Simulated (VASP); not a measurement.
# BeS (F-43m) in VASP: a series of runs, part 3 of 3

VASP 6.6.1. The steps go on from the part before.

## 4. Single point, PBEsol

INCAR

```
  PREC = Accurate
  ENCUT = 520
  EDIFF = 1E-7
  ISMEAR = 0
  SIGMA = 0.01
  LREAL = F
  LASPH = T
  NELM = 60
  ALGO = Normal
  ISIF = 2
  LWAVE = F
  LCHARG = F
  GGA = PS
  NBANDS = 11
```

KPOINTS

```
Automatic mesh
0
Gamma
  6 6 6
```

POSCAR

```
BeS
1.0
    0.0000000000      2.4343062304      2.4343062304
    2.4343062304      0.0000000000      2.4343062304
    2.4343062304      2.4343062304      0.0000000000
Be S
1 1
Direct
    0.0000000000      0.0000000000      0.0000000000
    0.2500000000      0.2500000000      0.2500000000
```

Potentials or basis: VASP PAW PBE potentials, release 64 (Be, S).

Run with:

```
$ cat potpaw_PBE.64/Be/POTCAR potpaw_PBE.64/S/POTCAR > POTCAR
$ mpirun -np 1 vasp_std > vasp.out
```

OUTCAR:

```text
PREC = Accurate
   ENCUT = 520
   EDIFF = 1E-7
   ISMEAR = 0
   LREAL = F
   LASPH = T
   NELM = 60
   ISIF = 2
   GGA = PS

 ion  position               nearest neighbor table
   1  0.000  0.000  0.000-   2 2.11   2 2.11   2 2.11   2 2.11
   2  0.250  0.250  0.250-   1 2.11   1 2.11   1 2.11   1 2.11

  LATTYP: Found a face centered cubic cell.
 ALAT       =     4.8686124608

  Lattice vectors:

 A1 = (   0.0000000000,   2.4343062304,   2.4343062304)
 A2 = (   2.4343062304,   0.0000000000,   2.4343062304)
 A3 = (   2.4343062304,   2.4343062304,   0.0000000000)

Analysis of symmetry for initial positions (statically):
=====================================================================
 Subroutine PRICEL returns:
 Original cell was already a primitive cell.

 Routine SETGRP: Setting up the symmetry group for a
 face centered cubic supercell.

 Subroutine GETGRP returns: Found 24 space group operations
 (whereof 24 operations were pure point group operations)
 out of a pool of 48 trial point group operations.

The static configuration has the point symmetry T_d .

Analysis of symmetry for dynamics (positions and initial velocities):
=====================================================================
 Subroutine PRICEL returns:
 Original cell was already a primitive cell.

 Routine SETGRP: Setting up the symmetry group for a
 face centered cubic supercell.

 Subroutine GETGRP returns: Found 24 space group operations
 (whereof 24 operations were pure point group operations)
 out of a pool of 48 trial point group operations.

The dynamic configuration has the point symmetry T_d .

 Subroutine INISYM returns: Found 24 space group operations
 (whereof 24 operations are pure point group operations),
 and found     1 'primitive' translations

----------------------------------------------------------------------------------------

                                     Primitive cell

  volume of cell :      28.8507

  direct lattice vectors                    reciprocal lattice vectors
[... 107 lines left out ...]
   LEPSILON=     F    determine dielectric tensor
   LRPA    =     F    only Hartree local field effects (RPA)
 non-spin polarized calculation
 Gauss-broadening in eV      SIGMA  =   0.01
  energy-cutoff  :      520.00
  volume of cell :       28.85
 maximum number of plane-waves:       791
 NGX is ok and might be reduce to    28
   NGX = 13   NGY = 13   NGZ = 13

 number of electron       7.9999999 magnetization

 Free energy of the ion-electron system (eV)
  ---------------------------------------------------
  ext. energy  EPLUGINS =         0.00000000
  ---------------------------------------------------
  free energy    TOTEN  =       -10.55887547 eV

  energy without entropy =      -10.55887547  energy(sigma->0) =      -10.55887547

 E-fermi :   4.1161     XC(G=0):  -9.8536

 val. band max:        4.0279978774   @ k =   0.0000   0.0000   0.0000
 cond. band min:       6.9799803129   @ k =   0.5000   0.5000   0.0000
 fundamental gap:      2.9519824355
 Fermi energy:         4.1161231046

 k-point     1 :       0.0000    0.0000    0.0000
  band No.  band energies     occupation
      1      -9.6126      2.00000
      2       4.0280      2.00000
      3       4.0280      2.00000
      4       4.0280      2.00000
      5       9.6381      0.00000
      6       9.6415      0.00000
      7       9.6415      0.00000
      8       9.6415      0.00000
      9      16.7980      0.00000
     10      16.7980      0.00000
     11      18.6135      0.00000
[... 197 lines left out ...]
 k-point    16 :      -0.3333    0.5000    0.1667
  band No.  band energies     occupation
      1      -7.4298      2.00000
      2      -0.5632      2.00000
      3       0.6117      2.00000
      4       0.8301      2.00000
      5       9.0259      0.00000
      6      10.6008      0.00000
      7      13.9042      0.00000
      8      14.4162      0.00000
      9      18.2733      0.00000
     10      18.4370      0.00000
     11      20.9395      0.00000

------------------------ aborting loop because EDIFF is reached ----------------------------------------

  FORCE on cell =-STRESS in cart. coord.  units (eV):
  Direction    XX          YY          ZZ          XY          YZ          ZX
  --------------------------------------------------------------------------------------
  -------------------------------------------------------------------------------------
  Total       -0.2855254     -0.2855254     -0.2855254      0.0000000      0.0000000      0.0000000
  in kB      -15.8562233    -15.8562233    -15.8562233      0.0000000      0.0000000      0.0000000
  external PRESSURE =     -15.8562233 kB  Pullay stress =       0.0000000 kB

 VOLUME and BASIS-vectors are now :
 -----------------------------------------------------------------------------
  energy-cutoff  :      520.00
  volume of cell :       28.85
      direct lattice vectors                 reciprocal lattice vectors
     0.000000000  2.434306230  2.434306230    -0.205397330  0.205397330  0.205397330
     2.434306230  0.000000000  2.434306230     0.205397330 -0.205397330  0.205397330
     2.434306230  2.434306230  0.000000000     0.205397330  0.205397330 -0.205397330

 POSITION                                       TOTAL-FORCE (eV/Angst)
 -----------------------------------------------------------------------------------
      0.00000      0.00000      0.00000        -0.000000     -0.000000     -0.000000
      1.21715      1.21715      1.21715         0.000000      0.000000      0.000000
 -----------------------------------------------------------------------------------
    total drift:                               -0.000000     -0.000000      0.000000

  FREE ENERGIE OF THE ION-ELECTRON SYSTEM (eV)
  ---------------------------------------------------
  free  energy   TOTEN  =       -10.5588754685 eV

  energy  without entropy=      -10.5588754685  energy(sigma->0) =      -10.55887547
```

Wall time 15 s (1 thread of AMD EPYC 7R13, shared host); peak memory 0.12 GiB.

Results:

```yaml
Free_energy: -10.5589 eV
Pressure: -1.6 GPa
Band_gap_on_the_k_mesh: 2.95 eV, indirect (least direct gap 5.59 eV)
```

Caveat: the PAW data sets were made with another functional, which shifts forces and pressure a little.

## 5. Single point, r2SCAN

POSCAR is that of step 4.

INCAR.step1

```
  ALGO = Normal
  EDIFF = 1E-4
  ENCUT = 520
  GGA = PE
  ISMEAR = 0
  LASPH = T
  LCHARG = F
  LREAL = F
  LWAVE = T
  NBANDS = 11
  NELM = 80
  PREC = Accurate
  SIGMA = 0.01
```

INCAR.step2

```
  ALGO = Normal
  EDIFF = 1E-7
  ENCUT = 520
  ISIF = 2
  ISMEAR = 0
  ISTART = 1
  LASPH = T
  LCHARG = F
  LMIXTAU = T
  LREAL = F
  LWAVE = F
  METAGGA = R2SCAN
  NBANDS = 11
  NELM = 80
  PREC = Accurate
  SIGMA = 0.01
```

KPOINTS

```
k-points
0
Gamma
  4 4 4
```

Run with:

```
$ cat potpaw_PBE.64/Be/POTCAR potpaw_PBE.64/S/POTCAR > POTCAR
$ cp INCAR.step1 INCAR
$ mpirun -np 1 vasp_std > vasp.out
$ cp INCAR.step2 INCAR
$ mpirun -np 1 vasp_std > vasp.out
```

Wall time 45 s (1 thread of AMD EPYC 7R13, shared host); peak memory 0.12 GiB.

The run converged. Its results:

* Free energy: -14.7404 eV
* Pressure: 0.8 GPa
* Band gap on the k mesh: 3.59 eV, indirect (least direct gap 6.25 eV)

Levels at points of the mesh, in eV from the valence-band top:
| k point | band 1 | band 2 | band 3 | band 4 | band 5 | band 6 | band 7 | band 8 |
| --- | --- | --- | --- | --- | --- | --- | --- | --- |
| (0.00, 0.00, 0.00) | -14.22 | 0.00 | 0.00 | 0.00 | 6.25 | 6.25 | 6.25 | 6.58 |
| (0.50, 0.00, 0.00) | -12.57 | -5.89 | -1.04 | -1.04 | 6.05 | 7.13 | 7.13 | 11.99 |
| (0.50, 0.50, 0.00) | -12.01 | -5.13 | -2.68 | -2.68 | 3.59 | 5.38 | 13.76 | 13.76 |

Caveat: the k points lie up to 0.56 Å⁻¹ apart; the PAW data sets were made with another functional, which shifts forces and pressure a little.

## 6. Single point, r2SCAN

POSCAR is that of step 5.

INCAR.step1

```
ALGO = Normal
EDIFF = 1E-4
ENCUT = 520
GGA = PE
ISMEAR = 0
LASPH = True
LCHARG = False
LREAL = False
LWAVE = True
NBANDS = 11
NELM = 60
PREC = Accurate
SIGMA = 0.01
```

INCAR.step2

```
ALGO = Normal
EDIFF = 1E-6
ENCUT = 520
ISIF = 2
ISMEAR = 0
ISTART = 1
LASPH = True
LCHARG = False
LMIXTAU = True
LREAL = False
LWAVE = False
METAGGA = R2SCAN
NBANDS = 11
NELM = 60
PREC = Accurate
SIGMA = 0.01
```

KPOINTS

```
k-points
0
Gamma
  6 6 6
```

Potentials or basis: VASP PAW PBE potentials, release 64 (Be, S).

Run with:

```
$ cat potpaw_PBE.64/Be/POTCAR potpaw_PBE.64/S/POTCAR > POTCAR
$ cp INCAR.step1 INCAR
$ mpirun -np 1 vasp_std > vasp.out
$ cp INCAR.step2 INCAR
$ mpirun -np 1 vasp_std > vasp.out
```

It took 56 s on 1 thread of AMD EPYC 7R13, shared host; peak memory 0.12 GiB.

The run converged. Its results:

```
Free energy            : -14.7842 eV
Pressure               : 0.3 GPa
Band gap on the k mesh : 3.60 eV, indirect (least direct gap 6.26 eV)
```

Levels at points of the mesh, in eV from the valence-band top:
| k point | band 2 | band 3 | band 4 | band 5 | band 6 | band 7 |
| --- | --- | --- | --- | --- | --- | --- |
| (0.00, 0.00, 0.00) | 0.00 | 0.00 | 0.00 | 6.26 | 6.26 | 6.26 |
| (0.50, 0.00, 0.00) | -5.88 | -1.04 | -1.04 | 6.06 | 7.14 | 7.14 |
| (0.50, 0.50, 0.00) | -5.13 | -2.67 | -2.67 | 3.60 | 5.39 | 13.77 |

Caveat: the PAW data sets were made with another functional, which shifts forces and pressure a little.

## 7. Summary

```csv
level,k mesh,gap on the mesh (eV),pressure (GPa)
PBE,4 × 4 × 4,3.12,1.0
PBEsol,6 × 6 × 6,2.95,-1.6
r2SCAN,4 × 4 × 4,3.59,0.8
r2SCAN,6 × 6 × 6,3.60,0.3
```

Alike in all rows: task single point; potentials or basis VASP PAW PBE potentials, release 64 (Be, S); no spin polarisation; cell as given; cutoff (eV) 520; smearing gaussian 0.01 eV.

Caveats: some runs use coarse meshes; the PAW data sets were made with another functional, which shifts forces and pressure a little (some runs).

Total energies depend on the potentials used, so only differences within one code and one set of settings carry meaning.
